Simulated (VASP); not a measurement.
**Pb: single point with PBEsol**

Crystal: Pb.

```
CELL_PARAMETERS angstrom
3.50305 0.00000 0.00000
-1.75152 3.03373 0.00000
0.00000 0.00000 5.62702
ATOMIC_POSITIONS crystal
Pb 0.66667 0.33333 0.75000
Pb 0.33333 0.66667 0.25000
```

```yaml
Program: VASP 6.6.1
Task: single point
Functional: PBEsol
Potentials_or_basis: VASP PAW PBE potentials, release 64 (Pb_d)
Cutoff: 520 eV
k_mesh: 9 × 9 × 5
Occupations: fermi-dirac, width 0.05 eV
Spin: no spin polarisation
```

```
Pressure               : 0.0 GPa
Band gap on the k mesh : zero (band 14 reaches 12.87 eV, above the bottom of band 15 at 5.25 eV)
```

Stress tensor (GPa, compression positive):
```
-1.08  0.00  0.00
 0.00 -1.08  0.00
 0.00  0.00  2.25
```

Levels at points of the mesh, in eV from the Fermi level:
```
           k point  band 10  band 11  band 12  band 13  band 14  band 15  band 16  band 17  band 18  band 19
(0.00, 0.00, 0.00)   -16.67   -11.82    -7.96    -4.19     5.50     5.50     7.36     7.36     8.02     8.69
```

Run time: 19 s on 1 thread of Intel(R) Xeon(R) 6975P-C (Granite Rapids), on a shared host, peak memory 0.19 GiB.

Caveat: the PAW data sets were made with another functional, which shifts forces and pressure a little; spin-orbit coupling is left out, which moves the levels of the heavy elements.
